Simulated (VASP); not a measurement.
# Li16F (a cell with a defect): single point with PBE

Crystal: Li16F (a cell with a defect).

```
CELL_PARAMETERS angstrom
6.98000 0.00000 0.00000
0.00000 6.98000 0.00000
0.00000 0.00000 6.98000
ATOMIC_POSITIONS crystal
Li 0.99965 0.98903 0.03244
Li 0.49960 0.01750 0.99861
Li 0.99963 0.48823 0.99114
Li 0.99965 0.98330 0.47430
Li 0.25961 0.27064 0.25608
Li 0.49963 0.49520 0.98730
Li 0.49962 0.00678 0.50304
Li 0.73967 0.27063 0.25606
Li 0.99962 0.50376 0.50649
Li 0.25418 0.74979 0.24792
Li 0.23208 0.23625 0.74546
Li 0.49966 0.50321 0.51675
Li 0.74505 0.74978 0.24788
Li 0.76720 0.23625 0.74547
Li 0.25408 0.75821 0.75559
Li 0.74520 0.75824 0.75560
F 0.99962 0.83481 0.25219
```

* Program: VASP 6.6.1
* Task: single point
* Functional: PBE
* Potentials or basis: VASP PAW PBE potentials, release 64 (Li_sv, F)
* Cutoff: 520 eV
* k mesh: 3 × 3 × 3
* Occupations: gaussian, width 0.15 eV
* Spin: no spin polarisation
* Dipole correction: no
* Further INCAR settings: LREAL = Auto; ALGO = Normal; EDIFF = 1e-06; NBANDS = 42

* Largest force: 0.036 eV/Å

Forces on the atoms (eV/Å):
```
Li  -0.001  0.022 -0.014
Li   0.000 -0.011  0.003
Li   0.001 -0.002  0.002
Li   0.000  0.018  0.002
Li   0.005  0.001 -0.001
Li  -0.001  0.004  0.002
Li   0.000 -0.005 -0.001
Li  -0.005 -0.002  0.000
Li   0.001 -0.030  0.020
Li  -0.004  0.004 -0.002
Li   0.011  0.001  0.003
Li   0.000 -0.001 -0.001
Li   0.003  0.005 -0.003
Li  -0.010  0.000  0.004
Li  -0.006 -0.003 -0.005
Li   0.004 -0.004 -0.004
F    0.000  0.004 -0.005
```

Levels at points of the mesh, in eV from the Fermi level:
| k point | band 23 | band 24 | band 25 | band 26 | band 27 | band 28 | band 29 | band 30 | band 31 | band 32 |
| --- | --- | --- | --- | --- | --- | --- | --- | --- | --- | --- |
| (0.00, 0.00, 0.00) | -1.13 | -1.02 | -1.01 | -1.01 | -0.64 | 0.21 | 0.21 | 0.31 | 0.45 | 0.48 |

Wall time 3.1 min on 1 thread of AMD EPYC 9R45 96-Core Processor (Zen 5) (shared host), peak memory 0.39 GiB.

Caveat: an odd number of electrons without spin polarisation forces a metal; a magnetic or distorted state may lie lower.
